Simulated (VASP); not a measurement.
# Co (P6_3/mmc) in VASP: further runs, part 2 of 3

VASP 6.6.1. The steps go on from the part before.

## 3. Single point, PBEsol, collinear spin, ferromagnetic start

This run uses another cell than the first one, of 8.75 Å³/atom, 1.021 times its volume.

INCAR reads:

```
SYSTEM = Co
PREC     = Accurate       ! precision mode
ENCUT    = 520            ! plane-wave cutoff, eV
EDIFF    = 1E-7           ! SCF threshold, eV
ISMEAR   = 0              ! smearing method
SIGMA    = 0.15           ! smearing width, eV
LREAL    = .False.        ! projectors in reciprocal space
LASPH    = .True.         ! aspherical terms in the spheres
NELM     = 150            ! most SCF steps
ALGO     = Normal         ! electronic algorithm
ISIF     = 2              ! what is computed and relaxed
LWAVE    = .False.        ! write WAVECAR
LCHARG   = .False.        ! write CHGCAR
ISPIN    = 2              ! spin polarisation
MAGMOM   = 1.79 1.79      ! initial moments
LORBIT   = 11             ! projections on sites
LMAXMIX  = 4              ! l up to which the mixer works
GGA      = PS             ! functional
NBANDS   = 20             ! bands
```

KPOINTS reads:

```
regular mesh
0
Gamma
  21 21 12
  0 0 0
```

POSCAR reads:

```
Co
1.0
    2.4064000000      0.0000000000      0.0000000000
   -1.2032000000      2.0840035317      0.0000000000
    0.0000000000      0.0000000000      3.4913000000
Co
2
Direct
    0.3333333333      0.6666666667      0.2500000000
    0.6666666667      0.3333333333      0.7500000000
```

Potentials or basis: VASP PAW PBE potentials, release 64 (Co).

On the command line:

```console
$ cat potpaw_PBE.64/Co/POTCAR > POTCAR
$ mpirun -np 1 vasp_std > vasp.out
```

OUTCAR:

```text
SYSTEM = Co
   PREC = Accurate
   ENCUT = 520
   EDIFF = 1E-7
   ISMEAR = 0
   LREAL = .False.
   LASPH = .True.
   NELM = 150
   ISIF = 2
   ISPIN = 2
   LORBIT = 11
   GGA = PS

 ion  position               nearest neighbor table
   1  0.333  0.667  0.250-   2 2.23   2 2.23   2 2.23   2 2.23   2 2.23   2 2.23
   2  0.667  0.333  0.750-   1 2.23   1 2.23   1 2.23   1 2.23   1 2.23   1 2.23

  LATTYP: Found a hexagonal cell.
 ALAT       =     2.4064000000
 C/A-ratio  =     1.4508394282

  Lattice vectors:

 A1 = (   2.4064000000,   0.0000000000,   0.0000000000)
 A2 = (  -1.2032000000,   2.0840035317,   0.0000000000)
 A3 = (   0.0000000000,   0.0000000000,   3.4913000000)

Analysis of symmetry for initial positions (statically):
=====================================================================
 Subroutine PRICEL returns:
 Original cell was already a primitive cell.

 Routine SETGRP: Setting up the symmetry group for a
 hexagonal supercell.

 Subroutine GETGRP returns: Found 24 space group operations
 (whereof 12 operations were pure point group operations)
 out of a pool of 24 trial point group operations.

[... 1295 lines left out ...]
     20      44.0818      0.00000

 [... further k-points ...]

------------------------ aborting loop because EDIFF is reached ----------------------------------------

  FORCE on cell =-STRESS in cart. coord.  units (eV):
  Direction    XX          YY          ZZ          XY          YZ          ZX
  --------------------------------------------------------------------------------------
  -------------------------------------------------------------------------------------
  Total        4.7791706      4.7791706      9.7594242     -0.0000000     -0.0000000      0.0000000
  in kB      437.3304071    437.3304071    893.0614452     -0.0000000     -0.0000000      0.0000000
  external PRESSURE =     589.2407532 kB  Pullay stress =       0.0000000 kB

 VOLUME and BASIS-vectors are now :
 -----------------------------------------------------------------------------
  energy-cutoff  :      520.00
  volume of cell :       17.51
      direct lattice vectors                 reciprocal lattice vectors
     2.406400000  0.000000000  0.000000000     0.415558511  0.239922818  0.000000000
    -1.203200000  2.084003532  0.000000000     0.000000000  0.479845636  0.000000000
     0.000000000  0.000000000  3.491300000     0.000000000  0.000000000  0.286426260

 POSITION                                       TOTAL-FORCE (eV/Angst)
 -----------------------------------------------------------------------------------
     -0.00000      1.38934      0.87282         0.000000      0.000000      0.000000
      1.20320      0.69467      2.61848        -0.000000      0.000000      0.000000
 -----------------------------------------------------------------------------------
    total drift:                                0.000000     -0.000000     -0.000000

  FREE ENERGIE OF THE ION-ELECTRON SYSTEM (eV)
  ---------------------------------------------------
  free  energy   TOTEN  =       -14.7920438821 eV

  energy  without entropy=      -14.7635123256  energy(sigma->0) =      -14.77777810

 total charge

# of ion       s       p       d       tot
------------------------------------------
    1        0.594   0.745   7.469   8.809
    2        0.594   0.745   7.469   8.809
--------------------------------------------------
tot          1.189   1.490  14.938  17.618

 magnetization (x)

# of ion       s       p       d       tot
------------------------------------------
    1       -0.013  -0.044   1.182   1.125
    2       -0.013  -0.044   1.182   1.125
--------------------------------------------------
tot         -0.027  -0.087   2.364   2.251
```

OSZICAR:

```text
N       E                     dE             d eps       ncg     rms          rms(c)
DAV:   1     0.836945684138E+02    0.83695E+02   -0.78007E+03 29108   0.126E+03
DAV:   2    -0.122447796717E+02   -0.95939E+02   -0.85985E+02 27348   0.224E+02
DAV:   3    -0.168987172244E+02   -0.46539E+01   -0.44790E+01 30228   0.582E+01
DAV:   4    -0.169674690820E+02   -0.68752E-01   -0.68694E-01 32900   0.628E+00
DAV:   5    -0.169695185609E+02   -0.20495E-02   -0.20493E-02 31420   0.106E+00    0.206E+01
DAV:   6    -0.150290773764E+02    0.19404E+01   -0.51268E+00 31424   0.506E+01    0.493E+00
DAV:   7    -0.148448211725E+02    0.18426E+00   -0.55543E-01 34512   0.142E+01    0.383E+00
DAV:   8    -0.148012907451E+02    0.43530E-01   -0.13758E-02 42336   0.152E+00    0.194E+00
DAV:   9    -0.147925714657E+02    0.87193E-02   -0.11065E-03 42908   0.420E-01    0.420E-01
DAV:  10    -0.147920354582E+02    0.53601E-03   -0.37105E-04 31752   0.235E-01    0.589E-02
DAV:  11    -0.147920496072E+02   -0.14149E-04   -0.20645E-05 36920   0.558E-02    0.284E-02
DAV:  12    -0.147920443902E+02    0.52170E-05   -0.29959E-06 32200   0.196E-02    0.913E-03
DAV:  13    -0.147920438414E+02    0.54881E-06   -0.30720E-07 32772   0.776E-03    0.338E-03
DAV:  14    -0.147920438821E+02   -0.40687E-07   -0.74318E-08 16520   0.414E-03
   1 F= -.14792044E+02 E0= -.14777778E+02  d E =-.285316E-01  mag=     2.2881
```

stdout:

```text
POSCAR found type information on POSCAR Co
 POSCAR found :  1 types and       2 ions
 scaLAPACK will be used
 -----------------------------------------------------------------------------
|                                                                             |
|                                                                             |
|     You enforced a specific xc type in the INCAR file but a different       |
|     I HOPE YOU KNOW WHAT YOU ARE DOING!                                     |
|                                                                             |
 -----------------------------------------------------------------------------

 LDA part: xc-table for (Slater+PW92), standard interpolation
 POSCAR, INCAR and KPOINTS ok, starting setup
 FFT: planning ... GRIDC
 FFT: planning ... GRID_SOFT
 FFT: planning ... GRID
 WAVECAR not read
 entering main loop
```

Wall time 3.4 min (1 thread of Intel Xeon Platinum 8488C (Sapphire Rapids), shared host); peak memory 0.27 GiB.

Results:

```
Free energy                                           : -14.7920 eV
Pressure                                              : 58.9 GPa
Net moment                                            : 2.29 μB per cell
Site moments                                          : Co +1.12 μB
Valence electrons inside the program's atomic spheres : Co 8.81
```

Caveat: the PAW data sets were made with another functional, which shifts forces and pressure a little.

## 4. Single point, PBEsol, collinear spin, ferromagnetic start

This run uses another cell than the first one, of 8.88 Å³/atom, 1.035 times its volume.

INCAR reads:

```
SYSTEM = Co
PREC = Accurate
ENCUT = 520
EDIFF = 1E-7
ISMEAR = 0
SIGMA = 0.15
LREAL = .False.
LASPH = .True.
NELM = 150
ALGO = Normal
ISIF = 2
LWAVE = .False.
LCHARG = .True.
ISPIN = 2
MAGMOM = 1.79 1.79
LORBIT = 11
LMAXMIX = 4
GGA = PS
LELF = .True.
LVHAR = .True.
NBANDS = 20
```

KPOINTS reads:

```
Automatic mesh
0
Gamma
  21 21 12
  0 0 0
```

POSCAR reads:

```
Co
1.0
    2.3327000000      0.0000000000      0.0000000000
   -1.1663500000      2.0201774594      0.0000000000
    0.0000000000      0.0000000000      3.7690000000
Co
2
Direct
    0.3333333333      0.6666666667      0.2500000000
    0.6666666667      0.3333333333      0.7500000000
```

Potentials or basis: VASP PAW PBE potentials, release 64 (Co).

On the command line:

```console
$ cat potpaw_PBE.64/Co/POTCAR > POTCAR
$ mpirun -np 1 vasp_std > vasp.out
```

OUTCAR:

```text
SYSTEM = Co
   PREC = Accurate
   ENCUT = 520
   EDIFF = 1E-7
   ISMEAR = 0
   LREAL = .False.
   LASPH = .True.
   NELM = 150
   ISIF = 2
   ISPIN = 2
   LORBIT = 11
   GGA = PS

 ion  position               nearest neighbor table
   1  0.333  0.667  0.250-   2 2.32   2 2.32   2 2.32   2 2.32   2 2.32   2 2.32
   2  0.667  0.333  0.750-   1 2.32   1 2.32   1 2.32   1 2.32   1 2.32   1 2.32

  LATTYP: Found a hexagonal cell.
 ALAT       =     2.3327000000
 C/A-ratio  =     1.6157242680

  Lattice vectors:

 A1 = (   2.3327000000,   0.0000000000,   0.0000000000)
 A2 = (  -1.1663500000,   2.0201774594,   0.0000000000)
 A3 = (   0.0000000000,   0.0000000000,   3.7690000000)

Analysis of symmetry for initial positions (statically):
=====================================================================
 Subroutine PRICEL returns:
 Original cell was already a primitive cell.

 Routine SETGRP: Setting up the symmetry group for a
 hexagonal supercell.

 Subroutine GETGRP returns: Found 24 space group operations
 (whereof 12 operations were pure point group operations)
 out of a pool of 24 trial point group operations.

[... 1295 lines left out ...]
     20      44.1061      0.00000

 [... further k-points ...]

------------------------ aborting loop because EDIFF is reached ----------------------------------------

  FORCE on cell =-STRESS in cart. coord.  units (eV):
  Direction    XX          YY          ZZ          XY          YZ          ZX
  --------------------------------------------------------------------------------------
  -------------------------------------------------------------------------------------
  Total        5.8102921      5.8102921      5.7203195      0.0000000      0.0000000     -0.0000000
  in kB      524.1239472    524.1239472    516.0078662      0.0000000      0.0000000     -0.0000000
  external PRESSURE =     521.4185869 kB  Pullay stress =       0.0000000 kB

 VOLUME and BASIS-vectors are now :
 -----------------------------------------------------------------------------
  energy-cutoff  :      520.00
  volume of cell :       17.76
      direct lattice vectors                 reciprocal lattice vectors
     2.332700000  0.000000000  0.000000000     0.428687787  0.247503009  0.000000000
    -1.166350000  2.020177459  0.000000000     0.000000000  0.495006018  0.000000000
     0.000000000  0.000000000  3.769000000     0.000000000  0.000000000  0.265322367

 POSITION                                       TOTAL-FORCE (eV/Angst)
 -----------------------------------------------------------------------------------
     -0.00000      1.34678      0.94225        -0.000000      0.000000      0.000000
      1.16635      0.67339      2.82675         0.000000     -0.000000      0.000000
 -----------------------------------------------------------------------------------
    total drift:                                0.000000     -0.000000     -0.000000

  FREE ENERGIE OF THE ION-ELECTRON SYSTEM (eV)
  ---------------------------------------------------
  free  energy   TOTEN  =       -15.0688537684 eV

  energy  without entropy=      -15.0432400932  energy(sigma->0) =      -15.05604693

 total charge

# of ion       s       p       d       tot
------------------------------------------
    1        0.584   0.727   7.435   8.747
    2        0.584   0.727   7.435   8.747
--------------------------------------------------
tot          1.169   1.455  14.870  17.494

 magnetization (x)

# of ion       s       p       d       tot
------------------------------------------
    1       -0.015  -0.049   1.438   1.373
    2       -0.015  -0.049   1.438   1.373
--------------------------------------------------
tot         -0.031  -0.099   2.876   2.747
```

stdout:

```text
POSCAR found type information on POSCAR Co
 POSCAR found :  1 types and       2 ions
 scaLAPACK will be used
 -----------------------------------------------------------------------------
|                                                                             |
|                                                                             |
|     You enforced a specific xc type in the INCAR file but a different       |
|     I HOPE YOU KNOW WHAT YOU ARE DOING!                                     |
|                                                                             |
 -----------------------------------------------------------------------------

 LDA part: xc-table for (Slater+PW92), standard interpolation
 POSCAR, INCAR and KPOINTS ok, starting setup
 FFT: planning ... GRIDC
 FFT: planning ... GRID_SOFT
 FFT: planning ... GRID
 WAVECAR not read
 entering main loop
```

It took 3 min on 1 thread of Intel Xeon Platinum 8488C (Sapphire Rapids), shared host; peak memory 0.27 GiB.

Results:

```yaml
Free_energy: -15.0689 eV
Pressure: 52.1 GPa
Net_moment: 2.79 μB per cell
Site_moments: Co +1.37 μB
Valence_electrons_inside_the_program's_atomic_spheres: Co 8.75
```

Caveat: the PAW data sets were made with another functional, which shifts forces and pressure a little.

## 5. Single point, PBEsol, collinear spin, ferromagnetic start

This run uses another cell than the first one, of 9.48 Å³/atom, 1.106 times its volume.

INCAR reads:

```
SYSTEM = Co
PREC = Accurate
ENCUT = 520
EDIFF = 1E-7
ISMEAR = 0
SIGMA = 0.15
LREAL = .FALSE.
LASPH = .TRUE.
NELM = 150
ALGO = Normal
ISIF = 2
LWAVE = .FALSE.
LCHARG = .FALSE.
ISPIN = 2
MAGMOM = 1.79 1.79
LORBIT = 11
LMAXMIX = 4
GGA = PS
NBANDS = 20
```

KPOINTS reads:

```
regular mesh
0
G
  21 21 12
  0 0 0
```

POSCAR reads:

```
Co
1.0
    2.5046000000      0.0000000000      0.0000000000
   -1.2523000000      2.1690472263      0.0000000000
    0.0000000000      0.0000000000      3.4913000000
Co
2
Direct
    0.3333333333      0.6666666667      0.2500000000
    0.6666666667      0.3333333333      0.7500000000
```

On the command line:

```console
$ cat potpaw_PBE.64/Co/POTCAR > POTCAR
$ mpirun -np 1 vasp_std > vasp.out
```

It took 1.8 min on 1 thread of Intel Xeon 6975P-C (Granite Rapids), shared host; peak memory 0.28 GiB.

It converged, with:

| Property | Result |
| --- | --- |
| Free energy | -15.0335 eV |
| Pressure | 28.3 GPa |
| Net moment | 2.55 μB per cell |
| Site moments | Co +1.26 μB |
| Valence electrons inside the program's atomic spheres | Co 8.61 |

Stress tensor (GPa, compression positive):
```
11.81  0.00  0.00
 0.00 11.81  0.00
 0.00  0.00 61.32
```

Levels at points of the mesh, in eV from the Fermi level:
Spin up:
```csv
k point,band 6,band 7,band 8,band 9,band 10,band 11,band 12,band 13,band 14,band 15
"(0.00, 0.00, 0.00)",-2.49,-2.20,-2.20,-1.94,-0.39,-0.39,1.92,10.06,21.06,23.76
"(0.00, 0.00, 0.50)",-3.21,-2.57,-2.57,-0.69,-0.69,-0.69,-0.69,20.26,20.26,22.65
```
Spin down:
| k point | band 5 | band 6 | band 7 | band 8 | band 9 | band 10 | band 11 | band 12 |
| --- | --- | --- | --- | --- | --- | --- | --- | --- |
| (0.00, 0.00, 0.00) | -1.28 | -1.28 | -0.83 | -0.83 | -0.45 | 0.95 | 0.95 | 1.97 |
| (0.00, 0.00, 0.50) | -1.97 | -1.97 | -1.34 | -1.34 | 0.70 | 0.70 | 0.70 | 0.70 |

Caveat: the PAW data sets were made with another functional, which shifts forces and pressure a little.

(Continued in part 3 of 3.)
